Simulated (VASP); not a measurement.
# VSn3O8 (Cmmm) in VASP: single point with PBEsol

Aim: the single point of VSn3O8 with PBEsol.

Everything below comes from runs of VASP 6.6.1. Logs are shortened: lines on timing, memory, paths and dates and some standing lists are left out, and cuts for length are marked.

**1. The cell of the first run**

It takes space group Cmmm (No. 65, orthorhombic). Conventional cell: a = 6.700 Å, b = 6.700 Å, c = 6.373 Å, α = 90.00°, β = 90.00°, γ = 90.00°. V (site symmetry mmm) has 6 O at 1.96 to 1.97 Å within 2.6 Å. Sn (site symmetry mmm) has 6 O at 2.06 to 2.10 Å within 2.7 Å. Sn (site symmetry mm2) has 6 O at 2.07 to 2.09 Å within 2.7 Å. Within 2.6 Å of O (site symmetry m2m) lie 1 V at 1.96 Å and 2 Sn at 2.09 Å. Within 2.7 Å of O (site symmetry m2m) lie 3 Sn at 2.06 to 2.07 Å and 1 O at 2.58 Å. O (site symmetry m) has 1 V at 1.97 Å and 2 Sn at 2.09 to 2.10 Å and 1 O at 2.52 Å within 2.6 Å.

**2. Single point, PBEsol, collinear spin, ferromagnetic start**

File INCAR:

```
SYSTEM = VSn3O8
PREC = Accurate
ENCUT = 520
EDIFF = 1E-6
ISMEAR = 0
SIGMA = 0.05
LREAL = .FALSE.
LASPH = .TRUE.
NELM = 150
ALGO = Normal
ISIF = 2
LWAVE = .FALSE.
LCHARG = .TRUE.
ISPIN = 2
MAGMOM = 1 0 0 0 0 0 0 0 0 0 0 0
LORBIT = 11
LMAXMIX = 4
GGA = PS
LELF = .TRUE.
LVHAR = .TRUE.
NBANDS = 68
```

File KPOINTS:

```
regular mesh
0
G
  4 4 3
  0 0 0
```

File POSCAR:

```
VSn3O8
1.0
    4.7373500000      0.0000000000      0.0000000000
    0.0000000000      4.7373500000      0.0000000000
    0.0000000000      0.0000000000      6.3728000000
V Sn O
1 3 8
Direct
    1.0000000000      0.0000000000      1.0000000000
    1.0000000000      0.0000000000      0.5000000000
    0.5000000000      0.5000000000      0.2450939399
    0.5000000000      0.5000000000      0.7549060601
    0.2922349315      0.2922349315      1.0000000000
    0.3075473415      0.3075473415      0.5000000000
    0.1883256379      0.8116743621      0.2370416750
    0.1883256379      0.8116743621      0.7629583250
    0.7077650685      0.7077650685      1.0000000000
    0.6924526585      0.6924526585      0.5000000000
    0.8116743621      0.1883256379      0.2370416750
    0.8116743621      0.1883256379      0.7629583250
```

Potentials or basis: VASP PAW PBE potentials, release 64 (V_sv, Sn_d, O).

Launch:

```
$ cat potpaw_PBE.64/V_sv/POTCAR potpaw_PBE.64/Sn_d/POTCAR potpaw_PBE.64/O/POTCAR > POTCAR
$ mpirun -np 1 vasp_std > vasp.out
```

OUTCAR:

```text
SYSTEM = VSn3O8
   PREC = Accurate
   ENCUT = 520
   EDIFF = 1E-6
   ISMEAR = 0
   LREAL = .FALSE.
   LASPH = .TRUE.
   NELM = 150
   ISIF = 2
   ISPIN = 2
   LORBIT = 11
   GGA = PS

 ion  position               nearest neighbor table
   1  0.000  0.000  0.000-   5 1.96   9 1.96   8 1.97   7 1.97  11 1.97  12 1.97   2 3.19   2 3.19

   2  0.000  0.000  0.500-   6 2.06  10 2.06   8 2.10   7 2.10  11 2.10  12 2.10   1 3.19   1 3.19
                             4 3.72   3 3.72   3 3.72   4 3.72   3 3.72   4 3.72   3 3.72   4 3.72
   3  0.500  0.500  0.245-   6 2.07  10 2.07   7 2.09  11 2.09   5 2.09   9 2.09   4 3.12   4 3.25
                             2 3.72   2 3.72   2 3.72   2 3.72
   4  0.500  0.500  0.755-   6 2.07  10 2.07   8 2.09  12 2.09   5 2.09   9 2.09   3 3.12   3 3.25
                             2 3.72   2 3.72   2 3.72   2 3.72
   5  0.292  0.292  0.000-   1 1.96   3 2.09   4 2.09
   6  0.308  0.308  0.500-   2 2.06   3 2.07   4 2.07
   7  0.188  0.812  0.237-   1 1.97   3 2.09   2 2.10
   8  0.188  0.812  0.763-   1 1.97   4 2.09   2 2.10
   9  0.708  0.708  0.000-   1 1.96   3 2.09   4 2.09
  10  0.692  0.692  0.500-   2 2.06   3 2.07   4 2.07
  11  0.812  0.188  0.237-   1 1.97   3 2.09   2 2.10
  12  0.812  0.188  0.763-   1 1.97   4 2.09   2 2.10

  LATTYP: Found a simple tetragonal cell.
 ALAT       =     4.7373500000
 C/A-ratio  =     1.3452246509

  Lattice vectors:

 A1 = (   4.7373500000,   0.0000000000,   0.0000000000)
 A2 = (   0.0000000000,   4.7373500000,   0.0000000000)
 A3 = (   0.0000000000,   0.0000000000,   6.3728000000)

Analysis of symmetry for initial positions (statically):
=====================================================================
 Subroutine PRICEL returns:
 Original cell was already a primitive cell.

 Routine SETGRP: Setting up the symmetry group for a
 simple tetragonal supercell.

 Subroutine GETGRP returns: Found  8 space group operations
 (whereof  8 operations were pure point group operations)
 out of a pool of 16 trial point group operations.

The static configuration has the point symmetry D_2h.

Analysis of symmetry for dynamics (positions and initial velocities):
=====================================================================
 Subroutine PRICEL returns:
 Original cell was already a primitive cell.

 Routine SETGRP: Setting up the symmetry group for a
 simple tetragonal supercell.

 Subroutine GETGRP returns: Found  8 space group operations
[... 181 lines left out ...]
 spin component 1

 k-point     1 :       0.0000    0.0000    0.0000
  band No.  band energies     occupation
      1     -59.1146      1.00000
      2     -33.2235      1.00000
      3     -32.9786      1.00000
      4     -32.8588      1.00000
      5     -15.6223      1.00000
      6     -15.5631      1.00000
[... 913 lines left out ...]
     62      14.2069      0.00000
     63      14.3761      0.00000
 Fermi energy:         6.7046359373

 spin component 2

 k-point     1 :       0.0000    0.0000    0.0000
  band No.  band energies     occupation
      1     -58.1307      1.00000
      2     -32.7503      1.00000
      3     -31.8234      1.00000
      4     -31.5712      1.00000
      5     -15.6159      1.00000
      6     -15.5618      1.00000
[... 913 lines left out ...]
     62      14.2126      0.00000
     63      14.3899      0.00000
 [bands above 63 left out]

------------------------ aborting loop because EDIFF is reached ----------------------------------------

  FORCE on cell =-STRESS in cart. coord.  units (eV):
  Direction    XX          YY          ZZ          XY          YZ          ZX
  --------------------------------------------------------------------------------------
  -------------------------------------------------------------------------------------
  Total       -4.7550684     -4.7550684     -5.0001531     -0.0584964      0.0000000      0.0000000
  in kB      -53.2679667    -53.2679667    -56.0134925     -0.6552974      0.0000000      0.0000000
  external PRESSURE =     -54.1831420 kB  Pullay stress =       0.0000000 kB

 VOLUME and BASIS-vectors are now :
 -----------------------------------------------------------------------------
  energy-cutoff  :      520.00
  volume of cell :      143.02
      direct lattice vectors                 reciprocal lattice vectors
     4.737350000  0.000000000  0.000000000     0.211088478  0.000000000  0.000000000
     0.000000000  4.737350000  0.000000000     0.000000000  0.211088478  0.000000000
     0.000000000  0.000000000  6.372800000     0.000000000  0.000000000  0.156916897

 POSITION                                       TOTAL-FORCE (eV/Angst)
 -----------------------------------------------------------------------------------
      0.00000      0.00000      0.00000        -0.000000      0.000000      0.000000
      0.00000      0.00000      3.18640        -0.000000      0.000000      0.000000
      2.36868      2.36868      1.56193        -0.000000      0.000000      0.013909
      2.36868      2.36868      4.81087        -0.000000      0.000000     -0.013909
      1.38442      1.38442      0.00000        -0.074831     -0.074831     -0.000000
      1.45696      1.45696      3.18640        -0.017716     -0.017716      0.000000
      0.89216      3.84519      1.51062        -0.067844      0.067844     -0.196520
      0.89216      3.84519      4.86218        -0.067844      0.067844      0.196520
      3.35293      3.35293      0.00000         0.074831      0.074831      0.000000
      3.28039      3.28039      3.18640         0.017716      0.017716      0.000000
      3.84519      0.89216      1.51062         0.067844     -0.067844     -0.196520
      3.84519      0.89216      4.86218         0.067844     -0.067844      0.196520
 -----------------------------------------------------------------------------------
    total drift:                                0.000000      0.000000      0.000000

  FREE ENERGIE OF THE ION-ELECTRON SYSTEM (eV)
  ---------------------------------------------------
  free  energy   TOTEN  =       -86.2876796583 eV

  energy  without entropy=      -86.2876795833  energy(sigma->0) =      -86.28767962

 total charge

# of ion       s       p       d       tot
------------------------------------------
    1        2.267   6.303   2.799  11.369
    2        0.906   1.045  10.343  12.294
    3        0.896   1.059  10.344  12.298
    4        0.896   1.059  10.344  12.298
    5        1.560   3.450   0.000   5.010
    6        1.558   3.476   0.000   5.033
    7        1.559   3.448   0.000   5.007
    8        1.559   3.448   0.000   5.007
    9        1.560   3.450   0.000   5.010
   10        1.558   3.476   0.000   5.033
   11        1.559   3.448   0.000   5.007
   12        1.559   3.448   0.000   5.007
--------------------------------------------------
tot         17.435  37.109  33.830  88.373

 magnetization (x)

# of ion       s       p       d       tot
------------------------------------------
    1        0.009   0.009   0.951   0.970
    2        0.026   0.010   0.002   0.038
    3        0.007   0.004   0.001   0.012
    4        0.007   0.004   0.001   0.012
    5       -0.000  -0.018   0.000  -0.018
    6        0.002   0.008   0.000   0.010
    7       -0.001  -0.017   0.000  -0.017
    8       -0.001  -0.017   0.000  -0.017
    9       -0.000  -0.018   0.000  -0.018
   10        0.002   0.008   0.000   0.010
   11       -0.001  -0.017   0.000  -0.017
   12       -0.001  -0.017   0.000  -0.017
--------------------------------------------------
tot          0.050  -0.060   0.955   0.945
```

OSZICAR:

```text
N       E                     dE             d eps       ncg     rms          rms(c)
DAV:   1     0.153188242031E+04    0.15319E+04   -0.47732E+04  4324   0.224E+03
DAV:   2     0.214699906354E+03   -0.13172E+04   -0.12235E+04  3936   0.691E+02
DAV:   3    -0.785186098081E+02   -0.29322E+03   -0.28172E+03  4112   0.252E+02
[... 12 lines left out ...]
DAV:  16    -0.862876133301E+02    0.60130E-04   -0.37910E-04  4208   0.105E-01    0.897E-02
DAV:  17    -0.862876504975E+02   -0.37167E-04   -0.39899E-05  4344   0.403E-02    0.581E-02
DAV:  18    -0.862876700632E+02   -0.19566E-04   -0.16914E-05  4448   0.265E-02    0.317E-02
DAV:  19    -0.862876779456E+02   -0.78824E-05   -0.42636E-06  3708   0.143E-02    0.140E-02
DAV:  20    -0.862876797397E+02   -0.17941E-05   -0.18218E-06  3040   0.782E-03    0.227E-03
DAV:  21    -0.862876796583E+02    0.81354E-07   -0.34355E-07  2368   0.382E-03
   1 F= -.86287680E+02 E0= -.86287680E+02  d E =-.750102E-07  mag=     1.0003
```

Wall time 6.7 min (1 thread of AMD EPYC 7R43 (Zen 3), shared host); peak memory 0.37 GiB.

Results:

* Free energy: -86.2877 eV
* Pressure: -5.4 GPa
* Largest force: 0.219 eV/Å
* Band gap on the k mesh: 0.32 eV (least direct gap 0.34 eV)
* Net moment: 1.00 μB per cell
* Site moments: V +0.97; Sn +0.04, +0.01 (each value once); O -0.02, +0.01 (each value once) μB
* Valence electrons inside the program's atomic spheres: V 11.37; Sn 12.29, 12.30 (each value once); O 5.01, 5.03 (each value once)

Forces on the atoms (eV/Å):
```
V    0.000  0.000  0.000
Sn   0.000  0.000  0.000
Sn   0.000  0.000  0.014
Sn   0.000  0.000 -0.014
O   -0.075 -0.075  0.000
O   -0.018 -0.018  0.000
O   -0.068  0.068 -0.197
O   -0.068  0.068  0.197
O    0.075  0.075  0.000
O    0.018  0.018  0.000
O    0.068 -0.068 -0.197
O    0.068 -0.068  0.197
```

Caveat: the cell stands under tension; the PAW data sets were made with another functional, which shifts forces and pressure a little; spin-orbit coupling is left out, which moves the levels of the heavy elements; an odd mesh through Γ misses points on the zone boundary, where band edges can lie.
